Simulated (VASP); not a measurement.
Crystal: Be2C.

```xyz
3
Lattice="0.0000 2.1650 2.1650 2.1650 0.0000 2.1650 2.1650 2.1650 0.0000" Properties=species:S:1:pos:R:3 pbc="T T T"
Be    1.0825    1.0825    1.0825
Be    3.2475    3.2475    3.2475
C     0.0000    0.0000    0.0000
```

| Quantity | Value |
| --- | --- |
| Program | VASP 6.6.1 |
| Task | relaxation of cell and atoms |
| Functional | LDA |
| Potentials or basis | VASP PAW LDA potentials, release 64 (Be, C) |
| Cutoff | 600 eV |
| k mesh | 14 × 14 × 14 |
| Occupations | fermi-dirac, width 0.08 eV |
| Spin | no spin polarisation |

At the start: pressure -8.2 GPa; volume 6.77 Å³/atom.

**Question.** How do energy, volume and symmetry change on relaxing?

**Answer.** Over 3 steps the energy falls by 7.2 meV/atom and the volume is 6.49 Å³/atom (-4.0 %); space group Fm-3m (No. 225, to 0.1 Å) before and after.

Step by step:
```
step  energy change (eV)  largest force (eV/Å)  pressure (GPa)  volume (Å³)
   1              0.0000                0.0000           -8.22        20.30
   2             -0.0203                0.0000            2.14        19.29
   3             -0.0215                0.0000            0.01        19.48
```

Final structure:
```
Be C
1.0
     0.00000    2.13564    2.13564
     2.13564    0.00000    2.13564
     2.13564    2.13564    0.00000
Be C
2 1
Cartesian
  1.0678 1.0678 1.0678
  3.2035 3.2035 3.2035
  0.0000 0.0000 0.0000
```
